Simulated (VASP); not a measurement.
Here is a VASP 6.6.1 calculation.

INCAR

```
PREC = Accurate
ENCUT = 520
EDIFF = 1E-6
ISMEAR = 0
SIGMA = 0.1
LREAL = F
LASPH = T
NELM = 150
ALGO = Normal
ISIF = 2
LWAVE = F
LCHARG = T
ISPIN = 2
MAGMOM = 2 0 0 0
LORBIT = 11
LMAXMIX = 4
GGA = PE
LELF = T
LVHAR = T
NBANDS = 20
```

KPOINTS

```
regular mesh
0
Gamma
  6 6 6
```

The input POSCAR:

```
VH3
1.0
    3.3655562900      0.0000000000      0.0000000000
    0.0000000000      3.3655562900      0.0000000000
    0.0000000000      0.0000000000      3.3655562900
V H
1 3
Direct
    0.0000000000      0.0000000000      0.0000000000
    0.0000000000      0.5000000000      0.5000000000
    0.5000000000      0.0000000000      0.5000000000
    0.5000000000      0.5000000000      0.0000000000
```

Potentials or basis: VASP PAW PBE potentials, release 64 (V_sv, H).

Run with:

```bash
$ cat potpaw_PBE.64/V_sv/POTCAR potpaw_PBE.64/H/POTCAR > POTCAR
$ mpirun -np 1 vasp_std > vasp.out
```

Problem. Predict the net moment.

Solution. 2.06 μB per cell.

Problem. Estimate the site moments.

Solution. V +2.13; H -0.07 μB.

Problem. What does it give for the pressure?

Solution. -27.8 GPa.
